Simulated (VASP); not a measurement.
# SiNi (Pnma) in VASP: single point with r2SCAN

Aim: the single point of SiNi with r2SCAN.

Everything below comes from runs of VASP 6.6.1. Logs are shortened: lines on timing, memory, paths and dates and some standing lists are left out, and cuts for length are marked.

### Step 1. The cell of the first run

It takes space group Pnma (No. 62, orthorhombic). The conventional cell has a = 5.142 Å, b = 3.321 Å, c = 5.570 Å, α = 90.00°, β = 90.00°, γ = 90.00°. Within 3.0 Å of Si (site symmetry m) lie 6 Ni at 2.27 to 2.39 Å and 2 Si at 2.64 Å. Ni (site symmetry m) has 6 Si at 2.27 to 2.39 Å and 4 Ni at 2.66 to 2.68 Å within 3.0 Å.

### Step 2. Single point, r2SCAN

Input file POSCAR:

```
SiNi
1.0
    5.1415350700      0.0000000000      0.0000000000
    0.0000000000      3.3212970900      0.0000000000
    0.0000000000      0.0000000000      5.5697752600
Si Ni
4 4
Direct
    0.8210893700      0.7500000000      0.5823244300
    0.1789106300      0.2500000000      0.4176755700
    0.3210893700      0.7500000000      0.9176755700
    0.6789106300      0.2500000000      0.0823244300
    0.5079498500      0.2500000000      0.6885205600
    0.4920501500      0.7500000000      0.3114794400
    0.0079498500      0.2500000000      0.8114794400
    0.9920501500      0.7500000000      0.1885205600
```

Input file INCAR.step1:

```
SYSTEM = SiNi
ALGO = Normal
EDIFF = 1E-4
ENCUT = 520
GGA = PE
ISMEAR = 0
LASPH = .True.
LCHARG = .False.
LREAL = .False.
LWAVE = .True.
NBANDS = 38
NELM = 60
PREC = Accurate
SIGMA = 0.1
```

Input file INCAR.step2:

```
SYSTEM = SiNi
ALGO = Normal
EDIFF = 1E-7
ENCUT = 520
ISIF = 2
ISMEAR = 0
ISTART = 1
LASPH = .True.
LCHARG = .False.
LMIXTAU = .True.
LREAL = .False.
LWAVE = .False.
METAGGA = R2SCAN
NBANDS = 38
NELM = 60
PREC = Accurate
SIGMA = 0.1
```

Input file KPOINTS:

```
k-points
0
Gamma
  4 6 4
  0 0 0
```

Potentials or basis: VASP PAW PBE potentials, release 64 (Si, Ni).

Run with:

```
> cat potpaw_PBE.64/Si/POTCAR potpaw_PBE.64/Ni/POTCAR > POTCAR
> cp INCAR.step1 INCAR
> mpirun -np 1 vasp_std > vasp.out
> cp INCAR.step2 INCAR
> mpirun -np 1 vasp_std > vasp.out
```

OUTCAR:

```text
SYSTEM = SiNi
   EDIFF = 1E-7
   ENCUT = 520
   ISIF = 2
   ISMEAR = 0
   ISTART = 1
   LASPH = .True.
   LREAL = .False.
   METAGGA = R2SCAN
   NELM = 60
   PREC = Accurate

 ion  position               nearest neighbor table
   1  0.821  0.750  0.582-   6 2.27   7 2.30   7 2.30   8 2.36   5 2.39   5 2.39   2 2.64   2 2.64

   2  0.179  0.250  0.418-   5 2.27   8 2.30   8 2.30   7 2.36   6 2.39   6 2.39   1 2.64   1 2.64

   3  0.321  0.750  0.918-   8 2.27   5 2.30   5 2.30   6 2.36   7 2.39   7 2.39   4 2.64   4 2.64

   4  0.679  0.250  0.082-   7 2.27   6 2.30   6 2.30   5 2.36   8 2.39   8 2.39   3 2.64   3 2.64

   5  0.508  0.250  0.689-   2 2.27   3 2.30   3 2.30   4 2.36   1 2.39   1 2.39   7 2.66   7 2.66
                             6 2.68   6 2.68
   6  0.492  0.750  0.311-   1 2.27   4 2.30   4 2.30   3 2.36   2 2.39   2 2.39   8 2.66   8 2.66
                             5 2.68   5 2.68
   7  0.008  0.250  0.811-   4 2.27   1 2.30   1 2.30   2 2.36   3 2.39   3 2.39   5 2.66   5 2.66
                             8 2.68   8 2.68
   8  0.992  0.750  0.189-   3 2.27   2 2.30   2 2.30   1 2.36   4 2.39   4 2.39   6 2.66   6 2.66
                             7 2.68   7 2.68

  LATTYP: Found a simple orthorhombic cell.
 ALAT       =     3.3212970900
 B/A-ratio  =     1.5480503342
 C/A-ratio  =     1.6769879686

  Lattice vectors:

 A1 = (   0.0000000000,  -3.3212970900,   0.0000000000)
 A2 = (   5.1415350700,   0.0000000000,   0.0000000000)
 A3 = (   0.0000000000,   0.0000000000,   5.5697752600)

Analysis of symmetry for initial positions (statically):
=====================================================================
 Subroutine PRICEL returns:
 Original cell was already a primitive cell.

 Routine SETGRP: Setting up the symmetry group for a
 simple orthorhombic supercell.

 Subroutine GETGRP returns: Found  8 space group operations
 (whereof  2 operations were pure point group operations)
 out of a pool of  8 trial point group operations.

The static configuration has the point symmetry S_2 .
 The point group associated with its full space group is D_2h.

Analysis of symmetry for dynamics (positions and initial velocities):
=====================================================================
 Subroutine PRICEL returns:
 Original cell was already a primitive cell.

 Routine SETGRP: Setting up the symmetry group for a
 simple orthorhombic supercell.

 Subroutine GETGRP returns: Found  8 space group operations
 (whereof  2 operations were pure point group operations)
 out of a pool of  8 trial point group operations.

The dynamic configuration has the point symmetry S_2 .
 The point group associated with its full space group is D_2h.

 Subroutine INISYM returns: Found  8 space group operations
 (whereof  2 operations are pure point group operations),
 and found     1 'primitive' translations

----------------------------------------------------------------------------------------

                                     Primitive cell

  volume of cell :      95.1126

  direct lattice vectors                    reciprocal lattice vectors
     5.141535070  0.000000000  0.000000000     0.194494443  0.000000000  0.000000000
     0.000000000  3.321297090  0.000000000     0.000000000  0.301087188  0.000000000
     0.000000000  0.000000000  5.569775260     0.000000000  0.000000000  0.179540458

  length of vectors
     5.141535070  3.321297090  5.569775260     0.194494443  0.301087188  0.179540458

  position of ions in fractional coordinates (direct lattice)
     0.821089370  0.750000000  0.582324430
     0.178910630  0.250000000  0.417675570
     0.321089370  0.750000000  0.917675570
     0.678910630  0.250000000  0.082324430
     0.507949850  0.250000000  0.688520560
     0.492050150  0.750000000  0.311479440
     0.007949850  0.250000000  0.811479440
     0.992050150  0.750000000  0.188520560

  ion indices of the primitive-cell ions
   primitive index   ion index
                 1           1
                 2           2
                 3           3
                 4           4
                 5           5
                 6           6
                 7           7
                 8           8

----------------------------------------------------------------------------------------

 KPOINTS: k-points

Automatic generation of k-mesh.
 Grid dimensions read from file:
 generate k-points for:    4    6    4

 Generating k-lattice:

  Cartesian coordinates                     Fractional coordinates (reciprocal lattice)
     0.048623611  0.000000000  0.000000000     0.250000000  0.000000000  0.000000000
     0.000000000  0.050181198  0.000000000     0.000000000  0.166666667  0.000000000
     0.000000000  0.000000000  0.044885114     0.000000000  0.000000000  0.250000000

  Length of vectors
     0.048623611  0.050181198  0.044885114

  Shift w.r.t. Gamma in fractional coordinates (k-lattice)
     0.000000000  0.000000000  0.000000000

 Subroutine IBZKPT returns following result:
 ===========================================

 Found     36 irreducible k-points:

 Following reciprocal coordinates:
            Coordinates               Weight
  0.000000  0.000000  0.000000      1.000000
  0.250000  0.000000  0.000000      2.000000
  0.500000  0.000000  0.000000      1.000000
  0.000000  0.166667  0.000000      2.000000
  0.250000  0.166667  0.000000      4.000000
  0.500000  0.166667  0.000000      2.000000
[... 16 lines left out ...]
  0.250000  0.500000  0.250000      4.000000
  0.500000  0.500000  0.250000      2.000000
 [... further k-points ...]
   k-points           NKPTS =     36   k-points in BZ     NKDIM =     36   number of bands    NBANDS=     38
   number of dos      NEDOS =    301   number of ions     NIONS =      8
   total plane-waves  NPLWV =  47040
   dimension x,y,z NGX =    40 NGY =   28 NGZ =   42
   dimension x,y,z NGXF=    80 NGYF=   56 NGZF=   84
   ions per type =               4   4
   NGX,Y,Z   is equivalent  to a cutoff of  12.93, 14.02, 12.54 a.u.
   NGXF,Y,Z  is equivalent  to a cutoff of  25.87, 28.03, 25.07 a.u.
 SYSTEM =  SiNi
   PREC   = accura    normal or accurate (medium, high low for compatibility)
   ISTART =      1    job   : 0-new  1-cont  2-samecut
   ICHARG =      0    charge: 1-file 2-atom 10-const
   ISPIN  =      1    spin polarized calculation?
   LNONCOLLINEAR =      F non collinear calculations
   LSORBIT =      F    spin-orbit coupling
   LASPH  =      T    aspherical Exc in radial PAW
   ENCUT  =  520.0 eV  38.22 Ry    6.18 a.u.   9.56  6.18 10.36*2*pi/ulx,y,z
   NELM   =     60;   NELMIN=  2; NELMDL=  0     # of ELM steps
   EDIFF  = 0.1E-06   stopping-criterion for ELM
   LREAL  =      F    real-space projection
   EDIFFG = 0.1E-05   stopping-criterion for IOM
   NSW    =      0    number of steps for IOM
   IBRION =     -1    ionic relax: 0-MD 1-quasi-New 2-CG
   NFREE  =      0    steps in history (QN), initial steepest desc. (CG)
   ISIF   =      2    stress and relaxation
   ISYM   =      2    0-nonsym 1-usesym 2-fastsym
   POTIM  = 0.5000    time-step for ionic-motion
   TEBEG  =    0.0;   TEEND  =   0.0 temperature during run
   PSTRESS=    0.0 pullay stress
   NELECT =      56.0000    total number of electrons
   NUPDOWN=      -1.0000    fix difference up-down
   EMIN   =  10.00;   EMAX   =-10.00  energy-range for DOS
   EFERMI =   0.00;   METHOD = LEGACY
   ISMEAR =     0;   SIGMA  =   0.10  broadening in eV -4-tet -1-fermi 0-gaus
   EFERMI_NEDOS =   21; number of points for ismear=-14 and -15
   IALGO  =     38    algorithm
   IMIX   =      4    mixing-type and parameters
     AMIX     =   0.40;   BMIX     =  1.00
     AMIX_MAG =   1.60;   BMIX_MAG =  1.00
  volume/ion in A,a.u.               =      11.89        80.23
  Fermi-wavevector in a.u.,A,eV,Ry     =   1.372118  2.592927 25.615792  1.882708
  Thomas-Fermi vector in A             =   2.497754
   LORBIT       =      0    0 simple, 1 ext, 2 COOP (PROOUT), +10 PAW based schemes
   METAGGA = R2SCAN    functional components
   LHFCALC =     F    Hartree Fock is set to
   AEXX    =    0.0000 exact exchange contribution
   IVDW    =     0    specifies the selected vdW correction
   LEPSILON=     F    determine dielectric tensor
   LRPA    =     F    only Hartree local field effects (RPA)
 non-spin polarized calculation
 Gauss-broadening in eV      SIGMA  =   0.10
  energy-cutoff  :      520.00
  volume of cell :       95.11
 maximum number of plane-waves:      2584
 NGX is ok and might be reduce to    40
   NGX = 19   NGY = 13   NGZ = 21

 number of electron      55.9999972 magnetization

 Free energy of the ion-electron system (eV)
  ---------------------------------------------------
  ext. energy  EPLUGINS =         0.00000000
  ---------------------------------------------------
  free energy    TOTEN  =       -86.72988226 eV

  energy without entropy =      -86.72519634  energy(sigma->0) =      -86.72753930

 E-fermi :  10.5453     XC(G=0): -13.1962

 val. band max:       10.4488401234   @ k =   0.2500   0.0000   0.5000
 cond. band min:      10.6332224938   @ k =   0.0000   0.3333   0.0000
 fundamental gap:      0.1843823703
 Fermi energy:        10.5453303223

 k-point     1 :       0.0000    0.0000    0.0000
  band No.  band energies     occupation
      1      -3.2120      2.00000
      2       0.3228      2.00000
      3       1.7473      2.00000
      4       2.3421      2.00000
      5       3.6490      2.00000
      6       4.1916      2.00000
[... 30 lines left out ...]
     37      17.6231      0.00000
     38      17.8209      0.00000

 k-point     2 :       0.2500    0.0000    0.0000
  band No.  band energies     occupation
      1      -2.8590      2.00000
      2      -0.4140      2.00000
      3       1.8136      2.00000
      4       1.9746      2.00000
      5       3.7492      2.00000
      6       4.7961      2.00000
[... 30 lines left out ...]
     37      16.3121      0.00000
     38      17.5954      0.00000
[... 859 lines left out ...]
     37      17.4864      0.00000
     38      17.4864      0.00000

 k-point    24 :       0.5000    0.5000    0.2500
  band No.  band energies     occupation
      1       1.3398      2.00000
      2       1.3398      2.00000
      3       1.3398      2.00000
      4       1.3398      2.00000
      5       4.2015      2.00000
      6       4.2015      2.00000
[... 30 lines left out ...]
     37      17.4203      0.00000
     38      17.4203      0.00000

 [... further k-points ...]
[... 5 lines left out ...]
  --------------------------------------------------------------------------------------
  -------------------------------------------------------------------------------------
  Total        0.6310309     -0.5662959      0.1214556     -0.0000000      0.0000000      0.0000000
  in kB       10.6297497     -9.5392853      2.0459253     -0.0000000      0.0000000      0.0000000
  external PRESSURE =       1.0454632 kB  Pullay stress =       0.0000000 kB

 VOLUME and BASIS-vectors are now :
 -----------------------------------------------------------------------------
  energy-cutoff  :      520.00
  volume of cell :       95.11
      direct lattice vectors                 reciprocal lattice vectors
     5.141535070  0.000000000  0.000000000     0.194494443  0.000000000  0.000000000
     0.000000000  3.321297090  0.000000000     0.000000000  0.301087188  0.000000000
     0.000000000  0.000000000  5.569775260     0.000000000  0.000000000  0.179540458

 POSITION                                       TOTAL-FORCE (eV/Angst)
 -----------------------------------------------------------------------------------
      4.22166      2.49097      3.24342        -0.002169     -0.000000     -0.021418
      0.91988      0.83032      2.32636         0.002169      0.000000      0.021418
      1.65089      2.49097      5.11125        -0.002169      0.000000      0.021418
      3.49064      0.83032      0.45853         0.002169      0.000000     -0.021418
      2.61164      0.83032      3.83490        -0.025950     -0.000000     -0.013902
      2.52989      2.49097      1.73487         0.025950      0.000000      0.013902
      0.04087      0.83032      4.51976        -0.025950      0.000000      0.013902
      5.10066      2.49097      1.05002         0.025950      0.000000     -0.013902
 -----------------------------------------------------------------------------------
    total drift:                                0.000000      0.000000     -0.000000

  FREE ENERGIE OF THE ION-ELECTRON SYSTEM (eV)
  ---------------------------------------------------
  free  energy   TOTEN  =       -86.7298822636 eV

  energy  without entropy=      -86.7251963386  energy(sigma->0) =      -86.72753930
```

Run time: 11 min. Hardware: 1 thread of Intel Xeon 8259CL, shared host; peak memory 0.27 GiB.

What came out:

| Property | Result |
| --- | --- |
| Free energy | -86.7299 eV |
| Pressure | 0.1 GPa |
| Largest force | 0.029 eV/Å |
| Band gap on the k mesh | zero (band 28 reaches 11.63 eV, above the bottom of band 29 at 9.93 eV) |

Forces in eV/Å, atoms in the order of the input:
```
Si  -0.002  0.000 -0.021
Si   0.002  0.000  0.021
Si  -0.002  0.000  0.021
Si   0.002  0.000 -0.021
Ni  -0.026  0.000 -0.014
Ni   0.026  0.000  0.014
Ni  -0.026  0.000  0.014
Ni   0.026  0.000 -0.014
```

Caveat: the PAW data sets were made with another functional, which shifts forces and pressure a little. Spin polarisation is off, so any magnetic state and its effect on volume and gap are missing.
